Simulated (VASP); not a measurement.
# Ta in VASP: further runs, part 2 of 2

VASP 6.6.1.

## 6. Single point, PBE

Input file INCAR:

```
PREC = Accurate
ENCUT = 520
EDIFF = 1E-6
ISMEAR = 0
SIGMA = 0.1
LREAL = False
LASPH = True
NELM = 60
ALGO = Normal
ISIF = 2
LWAVE = False
LCHARG = True
GGA = PE
LELF = True
LVHAR = True
NBANDS = 12
```

Input file KPOINTS:

```
Automatic mesh
0
Gamma
  18 18 18
```

Input file POSCAR:

```
Ta
1.0
    2.3466695625      1.3548503036      0.9581282483
   -2.3466695625      1.3548503036      0.9581282483
    0.0000000000     -2.7097006072      0.9581282483
Ta
1
Direct
    0.5000000000      0.5000000000      0.5000000000
```

Potentials or basis: VASP PAW PBE potentials, release 64 (Ta_pv).

Started as:

```sh
> cat potpaw_PBE.64/Ta_pv/POTCAR > POTCAR
> mpirun -np 1 vasp_std > vasp.out
```

OUTCAR:

```text
PREC = Accurate
   ENCUT = 520
   EDIFF = 1E-6
   ISMEAR = 0
   LREAL = False
   LASPH = True
   NELM = 60
   ISIF = 2
   GGA = PE

 ion  position               nearest neighbor table
   1  0.500  0.500  0.500-

  LATTYP: Found a trigonal (rhomboedric) cell.
 ALAT       =     2.8741063169
 COS(alpha) =    -0.3333010402

  Lattice vectors:

 A1 = (   2.3466695625,   1.3548503036,   0.9581282483)
 A2 = (  -2.3466695625,   1.3548503036,   0.9581282483)
 A3 = (   0.0000000000,  -2.7097006072,   0.9581282483)
[... 539 lines left out ...]
     12      22.5549      0.00000

 [... further k-points ...]

------------------------ aborting loop because EDIFF is reached ----------------------------------------

  FORCE on cell =-STRESS in cart. coord.  units (eV):
  Direction    XX          YY          ZZ          XY          YZ          ZX
  --------------------------------------------------------------------------------------
  -------------------------------------------------------------------------------------
  Total        0.0111594      0.0111594      0.0093131      0.0000000     -0.0000000      0.0000000
  in kB        0.9782092      0.9782092      0.8163677      0.0000000     -0.0000000      0.0000000
  external PRESSURE =       0.9242620 kB  Pullay stress =       0.0000000 kB

 VOLUME and BASIS-vectors are now :
 -----------------------------------------------------------------------------
  energy-cutoff  :      520.00
  volume of cell :       18.28
      direct lattice vectors                 reciprocal lattice vectors
     2.346669562  1.354850304  0.958128248     0.213067919  0.123014820  0.347900538
    -2.346669562  1.354850304  0.958128248    -0.213067919  0.123014820  0.347900538
     0.000000000 -2.709700607  0.958128248     0.000000000 -0.246029641  0.347900538

 POSITION                                       TOTAL-FORCE (eV/Angst)
 -----------------------------------------------------------------------------------
      0.00000      0.00000      1.43719         0.000000      0.000000     -0.000000
 -----------------------------------------------------------------------------------
    total drift:                                0.000000      0.000000     -0.000000

  FREE ENERGIE OF THE ION-ELECTRON SYSTEM (eV)
  ---------------------------------------------------
  free  energy   TOTEN  =       -11.8163186547 eV

  energy  without entropy=      -11.8102319035  energy(sigma->0) =      -11.81327528
```

OSZICAR:

```text
N       E                     dE             d eps       ncg     rms          rms(c)
DAV:   1     0.595918422070E+02    0.59592E+02   -0.63020E+03 13944   0.887E+02
DAV:   2    -0.112584810928E+02   -0.70850E+02   -0.69064E+02 15640   0.244E+02
DAV:   3    -0.122858304577E+02   -0.10273E+01   -0.10203E+01 16348   0.276E+01
DAV:   4    -0.122887616059E+02   -0.29311E-02   -0.29304E-02 16264   0.164E+00
DAV:   5    -0.122887731437E+02   -0.11538E-04   -0.11537E-04 16356   0.935E-02    0.131E+01
DAV:   6    -0.119243177992E+02    0.36446E+00   -0.29433E-01 16468   0.587E+00    0.636E+00
DAV:   7    -0.118170522693E+02    0.10727E+00   -0.25817E-01 16144   0.510E+00    0.387E-01
DAV:   8    -0.118163449625E+02    0.70731E-03   -0.84892E-03 15244   0.731E-01    0.126E-01
DAV:   9    -0.118163262308E+02    0.18732E-04   -0.11977E-04 16316   0.117E-01    0.265E-02
DAV:  10    -0.118163186018E+02    0.76290E-05   -0.37417E-06 15484   0.210E-02    0.291E-03
DAV:  11    -0.118163186547E+02   -0.52867E-07   -0.19948E-07  8764   0.499E-03
   1 F= -.11816319E+02 E0= -.11813275E+02  d E =-.608675E-02
```

stdout:

```text
POSCAR found type information on POSCAR Ta
 POSCAR found :  1 types and       1 ions
 scaLAPACK will be used
 LDA part: xc-table for (Slater+PW92), standard interpolation
 POSCAR, INCAR and KPOINTS ok, starting setup
 FFT: planning ... GRIDC
 FFT: planning ... GRID_SOFT
 FFT: planning ... GRID
 WAVECAR not read
 entering main loop
```

Run time: 1.8 min. Hardware: 1 thread of Intel Xeon 8259CL, shared host; peak memory 0.25 GiB.

What came out:

| Quantity | Value |
| --- | --- |
| Free energy | -11.8163 eV |
| Pressure | 0.1 GPa |
| Band gap on the k mesh | zero (an odd number of electrons rules out a gap without spin polarisation) |

Levels at points of the mesh, in eV from the Fermi level:
| k point | band 3 | band 4 | band 5 | band 6 | band 7 | band 8 | band 9 | band 10 |
| --- | --- | --- | --- | --- | --- | --- | --- | --- |
| (0.00, 0.00, 0.00) | -33.14 | -7.87 | 0.72 | 0.72 | 0.73 | 3.95 | 3.95 | 14.93 |
| (0.50, 0.00, 0.00) | -33.15 | -4.32 | -1.51 | 1.51 | 3.82 | 4.83 | 7.64 | 11.48 |
| (0.50, 0.50, 0.00) | -33.15 | -4.32 | -1.51 | 1.51 | 3.82 | 4.83 | 7.65 | 11.49 |
| (0.50, 0.50, 0.50) | -33.92 | -3.73 | -3.73 | 6.71 | 6.71 | 6.71 | 8.51 | 8.51 |

Caveat: spin-orbit coupling is left out, which moves the levels of the heavy elements.

## 7. Relaxation of cell and atoms, PBE

This run uses another cell than the first one, of 18.33 Å³/atom.

Input file INCAR:

```
ALGO = Fast
EDIFF = 1E-7
EDIFFG = -0.01
ENCUT = 600
GGA = PE
IBRION = 2
ISIF = 3
ISMEAR = 0
LASPH = T
LCHARG = F
LREAL = F
LWAVE = F
NELM = 60
NSW = 100
PREC = Accurate
SIGMA = 0.1
```

Input file KPOINTS:

```
k-points
0
Gamma
  18 18 18
```

Input file POSCAR:

```
Ta
1.0
    2.3269119475      1.3434432393      0.9773756665
   -2.3269119475      1.3434432393      0.9773756665
    0.0000000000     -2.6868864785      0.9773756665
Ta
1
Direct
    0.5000000000      0.5000000000      0.5000000000
```

Started as:

```sh
> cat potpaw_PBE.64/Ta_pv/POTCAR > POTCAR
> mpirun -np 1 vasp_std > vasp.out
```

It took 7.7 min on 1 thread of Intel Xeon 8259CL, shared host; peak memory 0.27 GiB.

The run converged. Its results:

```
Free energy                           : -11.8166 eV
Relaxed volume                        : 18.29 Å³/atom
Relaxed cell                          : a = 2.875 Å, b = 2.875 Å, c = 2.875 Å, α = 109.47°, β = 109.47°, γ = 109.47°
Space group after relaxing (to 0.1 Å) : Im-3m (No. 229)
Energy gained by relaxing             : 4.6 meV/atom
Ionic steps                           : 5
Pressure after relaxing               : 0.0 GPa
Band gap on the k mesh                : zero (an odd number of electrons rules out a gap without spin polarisation)
```

Step by step:
```csv
step,energy change (eV),largest force (eV/Å),pressure (GPa),volume (Å³)
1,0.0000,0.0000,-0.40,18.33
2,-0.0042,0.0000,0.87,18.21
3,-0.0043,0.0000,1.00,18.20
4,-0.0033,0.0000,-1.89,18.47
5,-0.0046,0.0000,-0.01,18.29
```

Final structure:
```xyz
1
Lattice="2.3471 1.3551 0.9584 -2.3471 1.3551 0.9584 0.0000 -2.7102 0.9584" Properties=species:S:1:pos:R:3 pbc="T T T"
Ta    0.0000    0.0000    1.4376
```

Levels at points of the mesh, in eV from the Fermi level:
| k point | band 4 | band 5 | band 6 | band 7 | band 8 | band 9 |
| --- | --- | --- | --- | --- | --- | --- |
| (0.00, 0.00, 0.00) | -7.87 | 0.72 | 0.72 | 0.73 | 3.94 | 3.94 |
| (0.50, 0.00, 0.00) | -4.32 | -1.51 | 1.51 | 3.82 | 4.83 | 7.64 |
| (0.50, 0.50, 0.00) | -4.32 | -1.51 | 1.51 | 3.82 | 4.82 | 7.64 |
| (0.50, 0.50, 0.50) | -3.72 | -3.72 | 6.70 | 6.70 | 6.70 | 8.51 |

Caveat: spin-orbit coupling is left out, which moves the levels of the heavy elements.

## 8. The runs side by side

```tsv
task	cell	k mesh	cutoff (eV)	gap on the mesh (eV)	pressure (GPa)	relaxed volume (Å³/atom)
single point	a = 2.874 Å, angles 109.5°, 1 atom	24 × 24 × 24	520	none	0.1	-
relaxation of cell and atoms	relaxed from a = 2.866 Å, angles 109.5°, 1 atom	24 × 24 × 24	600	none	0.0	18.29
single point	a = 2.859 Å, angles 108.9°, 1 atom	9 × 9 × 9	520	none	0.1	-
relaxation of cell and atoms	relaxed from a = 2.851 Å, angles 108.8°, 1 atom	9 × 9 × 9	600	none	0.0	18.34
single point	a = 2.874 Å, angles 109.5°, 1 atom	18 × 18 × 18	520	none	0.1	-
relaxation of cell and atoms	relaxed from a = 2.859 Å, angles 108.9°, 1 atom	18 × 18 × 18	600	none	0.0	18.29
```

Alike in all rows: level PBE; potentials or basis VASP PAW PBE potentials, release 64 (Ta_pv); no spin polarisation; smearing gaussian 0.1 eV.

Caveats: spin-orbit coupling is left out, which moves the levels of the heavy elements.

Absolute energies hang on the potentials; compare differences alone.
